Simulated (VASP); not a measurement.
# PbO2 (P4_2/mnm) in VASP: notebook

Runs on PbO2. Level: PBE. Tasks: single point.

Program: VASP 6.6.1. These are calculated values, not measurements. Logs are shortened: lines on timing, memory, paths and dates and some standing lists are left out, and cuts for length are marked.

### 1 The cell of the first run

Symmetry: P4_2/mnm, No. 136, tetragonal system. Conventional cell: a = 4.795 Å, b = 4.795 Å, c = 3.409 Å, α = 90.00°, β = 90.00°, γ = 90.00°. Within 2.8 Å of Pb (site symmetry mmm) lie 6 O at 2.08 to 2.15 Å. Within 2.8 Å of O (site symmetry m2m) lie 3 Pb at 2.08 to 2.15 Å and 1 O at 2.61 Å.

### 2 Single point, PBE

Input file INCAR:

```
SYSTEM = PbO2
PREC = Accurate
ENCUT = 520
EDIFF = 1E-6
ISMEAR = -1
SIGMA = 0.05
LREAL = .False.
LASPH = .True.
NELM = 80
ALGO = Normal
ISIF = 2
LWAVE = .False.
LCHARG = .False.
GGA = PE
NBANDS = 35
```

Input file KPOINTS:

```
Automatic mesh
0
Gamma
  5 5 7
  0 0 0
```

Input file POSCAR:

```
PbO2
1.0
    4.7951614752      0.0000000000      0.0000000000
    0.0000000000      4.7951614752      0.0000000000
    0.0000000000      0.0000000000      3.4090009600
Pb O
2 4
Direct
    0.5000000000      0.5000000000      0.5000000000
    0.0000000000      0.0000000000      0.0000000000
    0.6925710400      0.6925710400      0.0000000000
    0.8074289600      0.1925710400      0.5000000000
    0.1925710400      0.8074289600      0.5000000000
    0.3074289600      0.3074289600      0.0000000000
```

Potentials or basis: VASP PAW PBE potentials, release 64 (Pb_d, O).

On the command line:

```sh
$ cat potpaw_PBE.64/Pb_d/POTCAR potpaw_PBE.64/O/POTCAR > POTCAR
$ mpirun -np 1 vasp_std > vasp.out
```

OUTCAR:

```text
SYSTEM = PbO2
   PREC = Accurate
   ENCUT = 520
   EDIFF = 1E-6
   ISMEAR = -1
   LREAL = .False.
   LASPH = .True.
   NELM = 80
   ISIF = 2
   GGA = PE

 ion  position               nearest neighbor table
   1  0.500  0.500  0.500-   4 2.08   5 2.08   3 2.15   6 2.15   3 2.15   6 2.15   2 3.80   2 3.80
                             2 3.80   2 3.80   2 3.80   2 3.80   2 3.80   2 3.80
   2  0.000  0.000  0.000-   3 2.08   6 2.08   5 2.15   4 2.15   4 2.15   5 2.15   1 3.80   1 3.80
                             1 3.80   1 3.80   1 3.80   1 3.80   1 3.80   1 3.80
   3  0.693  0.693  0.000-   2 2.08   1 2.15   1 2.15
   4  0.807  0.193  0.500-   1 2.08   2 2.15   2 2.15
   5  0.193  0.807  0.500-   1 2.08   2 2.15   2 2.15
   6  0.307  0.307  0.000-   2 2.08   1 2.15   1 2.15

  LATTYP: Found a simple tetragonal cell.
 ALAT       =     4.7951614752
 C/A-ratio  =     0.7109251644

  Lattice vectors:

 A1 = (   4.7951614752,   0.0000000000,   0.0000000000)
 A2 = (   0.0000000000,   4.7951614752,   0.0000000000)
 A3 = (   0.0000000000,   0.0000000000,   3.4090009600)

Analysis of symmetry for initial positions (statically):
=====================================================================
 Subroutine PRICEL returns:
 Original cell was already a primitive cell.

 Routine SETGRP: Setting up the symmetry group for a
 simple tetragonal supercell.

 Subroutine GETGRP returns: Found 16 space group operations
 (whereof  8 operations were pure point group operations)
 out of a pool of 16 trial point group operations.

The static configuration has the point symmetry D_2h.
 The point group associated with its full space group is D_4h.

Analysis of symmetry for dynamics (positions and initial velocities):
=====================================================================
 Subroutine PRICEL returns:
 Original cell was already a primitive cell.

 Routine SETGRP: Setting up the symmetry group for a
 simple tetragonal supercell.

 Subroutine GETGRP returns: Found 16 space group operations
 (whereof  8 operations were pure point group operations)
 out of a pool of 16 trial point group operations.

The dynamic configuration has the point symmetry D_2h.
 The point group associated with its full space group is D_4h.

 Subroutine INISYM returns: Found 16 space group operations
 (whereof  8 operations are pure point group operations),
 and found     1 'primitive' translations

----------------------------------------------------------------------------------------

                                     Primitive cell

  volume of cell :      78.3851

  direct lattice vectors                    reciprocal lattice vectors
     4.795161475  0.000000000  0.000000000     0.208543551  0.000000000  0.000000000
     0.000000000  4.795161475  0.000000000     0.000000000  0.208543551  0.000000000
     0.000000000  0.000000000  3.409000960     0.000000000  0.000000000  0.293341073

  length of vectors
     4.795161475  4.795161475  3.409000960     0.208543551  0.208543551  0.293341073

  position of ions in fractional coordinates (direct lattice)
     0.500000000  0.500000000  0.500000000
     0.000000000  0.000000000  0.000000000
     0.692571040  0.692571040  0.000000000
     0.807428960  0.192571040  0.500000000
     0.192571040  0.807428960  0.500000000
     0.307428960  0.307428960  0.000000000

  ion indices of the primitive-cell ions
   primitive index   ion index
                 1           1
                 2           2
                 3           3
                 4           4
                 5           5
                 6           6

----------------------------------------------------------------------------------------

 KPOINTS: Automatic mesh

Automatic generation of k-mesh.
 Grid dimensions read from file:
 generate k-points for:    5    5    7

 Generating k-lattice:

  Cartesian coordinates                     Fractional coordinates (reciprocal lattice)
     0.041708710  0.000000000  0.000000000     0.200000000  0.000000000  0.000000000
     0.000000000  0.041708710  0.000000000     0.000000000  0.200000000  0.000000000
     0.000000000  0.000000000  0.041905868     0.000000000  0.000000000  0.142857143

  Length of vectors
     0.041708710  0.041708710  0.041905868

  Shift w.r.t. Gamma in fractional coordinates (k-lattice)
     0.000000000  0.000000000  0.000000000

 Subroutine IBZKPT returns following result:
 ===========================================

 Found     24 irreducible k-points:

 Following reciprocal coordinates:
            Coordinates               Weight
  0.000000  0.000000  0.000000      1.000000
  0.200000  0.000000  0.000000      4.000000
  0.400000  0.000000  0.000000      4.000000
  0.200000  0.200000  0.000000      4.000000
  0.400000  0.200000  0.000000      8.000000
  0.400000  0.400000  0.000000      4.000000
[... 16 lines left out ...]
  0.400000  0.200000  0.428571     16.000000
  0.400000  0.400000  0.428571      8.000000
   k-points           NKPTS =     24   k-points in BZ     NKDIM =     24   number of bands    NBANDS=     35
   number of dos      NEDOS =    301   number of ions     NIONS =      6
   total plane-waves  NPLWV =  36288
   dimension x,y,z NGX =    36 NGY =   36 NGZ =   28
   dimension x,y,z NGXF=    72 NGYF=   72 NGZF=   56
   ions per type =               2   4
   NGX,Y,Z   is equivalent  to a cutoff of  12.48, 12.48, 13.65 a.u.
   NGXF,Y,Z  is equivalent  to a cutoff of  24.96, 24.96, 27.31 a.u.
 SYSTEM =  PbO2
   PREC   = accura    normal or accurate (medium, high low for compatibility)
   ISTART =      0    job   : 0-new  1-cont  2-samecut
   ICHARG =      2    charge: 1-file 2-atom 10-const
   ISPIN  =      1    spin polarized calculation?
   LNONCOLLINEAR =      F non collinear calculations
   LSORBIT =      F    spin-orbit coupling
   LASPH  =      T    aspherical Exc in radial PAW
   ENCUT  =  520.0 eV  38.22 Ry    6.18 a.u.   8.92  8.92  6.34*2*pi/ulx,y,z
   NELM   =     80;   NELMIN=  2; NELMDL= -5     # of ELM steps
   EDIFF  = 0.1E-05   stopping-criterion for ELM
   LREAL  =      F    real-space projection
   EDIFFG = 0.1E-04   stopping-criterion for IOM
   NSW    =      0    number of steps for IOM
   IBRION =     -1    ionic relax: 0-MD 1-quasi-New 2-CG
   NFREE  =      0    steps in history (QN), initial steepest desc. (CG)
   ISIF   =      2    stress and relaxation
   ISYM   =      2    0-nonsym 1-usesym 2-fastsym
   POTIM  = 0.5000    time-step for ionic-motion
   TEBEG  =    0.0;   TEEND  =   0.0 temperature during run
   PSTRESS=    0.0 pullay stress
   NELECT =      52.0000    total number of electrons
   NUPDOWN=      -1.0000    fix difference up-down
   EMIN   =  10.00;   EMAX   =-10.00  energy-range for DOS
   EFERMI =   0.00;   METHOD = LEGACY
   ISMEAR =    -1;   SIGMA  =   0.05  broadening in eV -4-tet -1-fermi 0-gaus
   EFERMI_NEDOS =   21; number of points for ismear=-14 and -15
   IALGO  =     38    algorithm
   IMIX   =      4    mixing-type and parameters
     AMIX     =   0.40;   BMIX     =  1.00
     AMIX_MAG =   1.60;   BMIX_MAG =  1.00
  volume/ion in A,a.u.               =      13.06        88.16
  Fermi-wavevector in a.u.,A,eV,Ry     =   1.427791  2.698134 27.736676  2.038588
  Thomas-Fermi vector in A             =   2.547923
   LORBIT       =      0    0 simple, 1 ext, 2 COOP (PROOUT), +10 PAW based schemes
   GGA     = PE    functional components
   LHFCALC =     F    Hartree Fock is set to
   AEXX    =    0.0000 exact exchange contribution
   IVDW    =     0    specifies the selected vdW correction
   LEPSILON=     F    determine dielectric tensor
   LRPA    =     F    only Hartree local field effects (RPA)
 non-spin polarized calculation
  energy-cutoff  :      520.00
  volume of cell :       78.39
 maximum number of plane-waves:      2130
 NGX is ok and might be reduce to    36
   NGX = 17   NGY = 17   NGZ = 13

 number of electron      51.9999990 magnetization

 Free energy of the ion-electron system (eV)
  ---------------------------------------------------
  ext. energy  EPLUGINS =         0.00000000
  ---------------------------------------------------
  free energy    TOTEN  =       -31.29338827 eV

  energy without entropy =      -31.29097043  energy(sigma->0) =      -31.29217935

 E-fermi :   5.2098     XC(G=0): -11.0583

 val. band max:        5.1519109587   @ k =   0.0000   0.0000   0.0000
 cond. band min:       5.8071378216   @ k =   0.2000   0.0000   0.0000
 fundamental gap:      0.6552268629
 Fermi energy:         5.2097987937

 k-point     1 :       0.0000    0.0000    0.0000
  band No.  band energies     occupation
      1     -13.6409      2.00000
      2     -13.4257      2.00000
      3     -11.5759      2.00000
      4     -11.5759      2.00000
      5     -10.4936      2.00000
      6     -10.2204      2.00000
[... 27 lines left out ...]
     34      17.2476      0.00000
     35      17.5513      0.00000

 k-point     2 :       0.2000    0.0000    0.0000
  band No.  band energies     occupation
      1     -13.5115      2.00000
      2     -13.3453      2.00000
      3     -11.9750      2.00000
      4     -11.8552      2.00000
      5     -10.1679      2.00000
      6     -10.1672      2.00000
[... 27 lines left out ...]
     34      17.5126      0.00000
     35      17.6039      0.00000

 k-point     3 :       0.4000    0.0000    0.0000
  band No.  band energies     occupation
      1     -13.1842      2.00000
      2     -13.1362      2.00000
      3     -12.4752      2.00000
      4     -12.3870      2.00000
      5     -10.1528      2.00000
      6     -10.1520      2.00000
[... 27 lines left out ...]
     34      17.6467      0.00000
     35      17.9762      0.00000
[... 723 lines left out ...]
 k-point    23 :       0.4000    0.2000    0.4286
  band No.  band energies     occupation
      1     -13.2168      2.00000
      2     -13.0725      2.00000
      3     -12.4404      2.00000
      4     -12.1287      2.00000
      5     -10.1219      2.00000
      6      -9.9865      2.00000
[... 27 lines left out ...]
     34      16.7882      0.00000
     35      17.7538      0.00000

 k-point    24 :       0.4000    0.4000    0.4286
  band No.  band energies     occupation
      1     -13.0731      2.00000
      2     -12.8162      2.00000
      3     -12.7829      2.00000
      4     -12.4423      2.00000
      5      -9.9443      2.00000
      6      -9.9294      2.00000
[... 27 lines left out ...]
     34      16.1028      0.00000
     35      18.5270      0.00000

------------------------ aborting loop because EDIFF is reached ----------------------------------------

  FORCE on cell =-STRESS in cart. coord.  units (eV):
  Direction    XX          YY          ZZ          XY          YZ          ZX
  --------------------------------------------------------------------------------------
  -------------------------------------------------------------------------------------
  Total        9.4937871      9.4937871      9.7926123     -0.0000000      0.0000000      0.0000000
  in kB      194.0512633    194.0512633    200.1591958     -0.0000000      0.0000000      0.0000000
  external PRESSURE =     196.0872408 kB  Pullay stress =       0.0000000 kB

 VOLUME and BASIS-vectors are now :
 -----------------------------------------------------------------------------
  energy-cutoff  :      520.00
  volume of cell :       78.39
      direct lattice vectors                 reciprocal lattice vectors
     4.795161475  0.000000000  0.000000000     0.208543551  0.000000000  0.000000000
     0.000000000  4.795161475  0.000000000     0.000000000  0.208543551  0.000000000
     0.000000000  0.000000000  3.409000960     0.000000000  0.000000000  0.293341073

 POSITION                                       TOTAL-FORCE (eV/Angst)
 -----------------------------------------------------------------------------------
      2.39758      2.39758      1.70450         0.000000      0.000000      0.000000
      0.00000      0.00000      0.00000         0.000000      0.000000      0.000000
      3.32099      3.32099      0.00000         0.039248      0.039248      0.000000
      3.87175      0.92341      1.70450        -0.039248      0.039248      0.000000
      0.92341      3.87175      1.70450         0.039248     -0.039248      0.000000
      1.47417      1.47417      0.00000        -0.039248     -0.039248      0.000000
 -----------------------------------------------------------------------------------
    total drift:                                0.000000      0.000000      0.000000

  FREE ENERGIE OF THE ION-ELECTRON SYSTEM (eV)
  ---------------------------------------------------
  free  energy   TOTEN  =       -31.2933882651 eV

  energy  without entropy=      -31.2909704313  energy(sigma->0) =      -31.29217935
```

Run time: 94 s. Hardware: 1 thread of Intel Xeon 8259CL, shared host; peak memory 0.21 GiB.

What came out:

```
Free energy            : -31.2934 eV
Pressure               : 19.6 GPa
Largest force          : 0.056 eV/Å
Band gap on the k mesh : 0.09 eV (least direct gap 0.61 eV)
```

Forces in eV/Å, atoms in the order of the input:
```
Pb   0.000  0.000  0.000
Pb   0.000  0.000  0.000
O    0.039  0.039  0.000
O   -0.039  0.039  0.000
O    0.039 -0.039  0.000
O   -0.039 -0.039  0.000
```

Stress tensor (GPa, compression positive):
```
19.41  0.00  0.00
 0.00 19.41  0.00
 0.00  0.00 20.02
```

Levels at points of the mesh, in eV from the valence-band top:
| k point | band 22 | band 23 | band 24 | band 25 | band 26 | band 27 | band 28 | band 29 | band 30 | band 31 |
| --- | --- | --- | --- | --- | --- | --- | --- | --- | --- | --- |
| (0.00, 0.00, 0.00) | -0.61 | -0.61 | -0.54 | -0.53 | -0.53 | 0.09 | 4.77 | 6.05 | 6.05 | 10.13 |

Caveat: the cell stands under pressure; the smearing spreads over this small gap; spin-orbit coupling is left out, which moves the levels of the heavy elements. A k mesh can miss the band edges.

(Part 1 of 2 ends here.)

The gap in the log of VASP goes by the Fermi energy; the results here count the filled bands.